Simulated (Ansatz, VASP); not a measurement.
**CaS in VASP and in Ansatz**

Contents of INCAR:

```
SYSTEM = CaS
PREC     = Accurate       ! precision mode
ENCUT    = 500            ! plane-wave cutoff, eV
EDIFF    = 1E-6           ! SCF threshold, eV
ISMEAR   = 0              ! smearing method
SIGMA    = 0.05           ! smearing width, eV
LREAL    = .FALSE.        ! projectors in reciprocal space
LASPH    = .TRUE.         ! aspherical terms in the spheres
NELM     = 120            ! most SCF steps
ALGO     = Normal         ! electronic algorithm
ISIF     = 2              ! what is computed and relaxed
LWAVE    = .FALSE.        ! write WAVECAR
LCHARG   = .FALSE.        ! write CHGCAR
GGA      = RE             ! functional
NBANDS   = 15             ! bands
GGA_COMPAT= .FALSE.
```

KPOINTS

```
Automatic mesh
0
G
  8 8 8
  0 0 0
```

File POSCAR:

```
CaS
1.0
    0.0000000000      2.8430011916      2.8430011916
    2.8430011916      0.0000000000      2.8430011916
    2.8430011916      2.8430011916      0.0000000000
Ca S
1 1
Direct
    0.5000000000      0.5000000000      0.5000000000
    0.0000000000      0.0000000000      0.0000000000
```

Input for Ansatz:

```yaml
crystal:
  lattice:
    - [0.0, 2.8430011916, 2.8430011916]
    - [2.8430011916, 0.0, 2.8430011916]
    - [2.8430011916, 2.8430011916, 0.0]
  atoms:
    - { symbol: Ca, position: [0.5, 0.5, 0.5] }
    - { symbol: S, position: [0.0, 0.0, 0.0] }
basis:
  ecutwfc: 420
  ecutrho_ratio: 4
kpoints:
  mp_grid: { grid: [8, 8, 8] }
hamiltonian:
  xc: revpbe
scf:
  occupations: { method: gaussian, width: 0.05 }
output:
  forces: true
  stress: true
  eigenvalues: true
```

Alike in both runs: task single point; functional revPBE; k mesh 8 × 8 × 8; occupations gaussian, width 0.05 eV; no spin polarisation.

|  | VASP | Ansatz |
| --- | --- | --- |
| version | VASP 6.6.1 | Ansatz 0.2.0 |
| potentials or method | VASP PAW PBE potentials, release 64 (Ca_sv, S), cutoff 500 eV | scalar-relativistic, plane waves, PAW |
| valence electrons in the cell | 16 | 16 |

```csv
,VASP,Ansatz,Ansatz less VASP
gap on the k mesh at the Fermi level (eV),2.44,2.45,+0.007
least direct gap on the mesh (eV),3.24,3.25,+0.007
pressure (GPa),2.6,2.5,-0.14
```

VASP's potentials were made for PBE, not for revPBE.
